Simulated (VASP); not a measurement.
## PbS: single point with PBE

PbS:

```xyz
2
Lattice="0.0000 3.0045 3.0045 2.9444 0.0000 3.0045 2.9444 3.0045 0.0000" Properties=species:S:1:pos:R:3 pbc="T T T"
Pb    2.9444    3.0045    3.0045
S     0.0000    0.0000    0.0000
```

* Program: VASP 6.6.1
* Task: single point
* Functional: PBE
* Potentials or basis: VASP PAW PBE potentials, release 64 (Pb_d, S)
* Cutoff: 520 eV
* k mesh: 10 × 10 × 10
* Occupations: gaussian, width 0.05 eV
* Spin: no spin polarisation

```yaml
Pressure: 1.1 GPa
Band_gap_on_the_k_mesh: 0.42 eV
```

Stress tensor (GPa, compression positive):
```
2.76 0.00 0.00
0.00 0.26 0.00
0.00 0.00 0.26
```

Levels at points of the mesh, in eV from the valence-band top:
```csv
k point,band 7,band 8,band 9,band 10,band 11,band 12,band 13,band 14
"(0.00, 0.00, 0.00)",-6.06,-2.18,-2.02,-2.02,5.02,5.02,5.48,6.75
"(0.50, 0.00, 0.00)",-8.73,-1.71,-1.67,0.00,0.42,1.95,2.08,8.65
"(0.50, 0.50, 0.00)",-7.13,-5.01,-3.40,-3.19,3.99,5.45,5.45,5.88
"(0.00, 0.50, 0.50)",-7.23,-5.05,-3.34,-3.34,3.90,5.55,5.55,5.68
```

Wall time 110 s on 1 thread of Intel Xeon 8259CL, on a shared host, peak memory 0.23 GiB.

Caveat: spin-orbit coupling is left out, which moves the levels of the heavy elements. A k mesh can miss the band edges.
